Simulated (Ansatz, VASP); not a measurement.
## SiC: VASP beside Ansatz

```
CELL_PARAMETERS angstrom
3.08036 0.00000 0.00000
0.00000 4.35629 0.00000
0.00000 0.00000 13.78127
ATOMIC_POSITIONS crystal
Si 0.50000 0.50000 0.10884
Si 0.00000 0.00000 0.22060
Si 0.50000 0.50000 0.33236
Si 0.00000 0.00000 0.44412
Si 0.50000 0.50000 0.55588
Si 0.00000 0.00000 0.66764
Si 0.50000 0.50000 0.77940
Si 0.00000 0.00000 0.89116
C 0.00000 0.25000 0.10884
C 0.50000 0.75000 0.22060
C 0.00000 0.25000 0.33236
C 0.50000 0.75000 0.44412
C 0.00000 0.25000 0.55588
C 0.50000 0.75000 0.66764
C 0.00000 0.25000 0.77940
C 0.50000 0.75000 0.89116
```

Alike in both runs: task single point; functional r2SCAN; k mesh 9 × 6 × 1; occupations gaussian, width 0.05 eV; no spin polarisation.

|  | VASP | Ansatz |
| --- | --- | --- |
| version | VASP 6.6.1 | Ansatz 0.2.0 |
| potentials or method | VASP PAW PBE potentials, release 64 (Si, C), cutoff 520 eV | scalar-relativistic, plane waves, PAW |
| valence electrons in the cell | 64 | 64 |

Ansatz gave:

- gap on the k mesh at the Fermi level (eV): 1.07
- least direct gap on the mesh (eV): 1.18
- rms of the force components (eV/Å): 0.732

Q: What did VASP give for the same quantities?

A: gap on the k mesh at the Fermi level (eV): 1.06; least direct gap on the mesh (eV): 1.16; rms of the force components (eV/Å): 0.732.

VASP's potentials were made for PBE, not for r2SCAN. With one functional, cell and mesh, what is left measures potentials, basis and numerics. Ansatz's warnings: vacuum below fermi, vacuum density over bound.
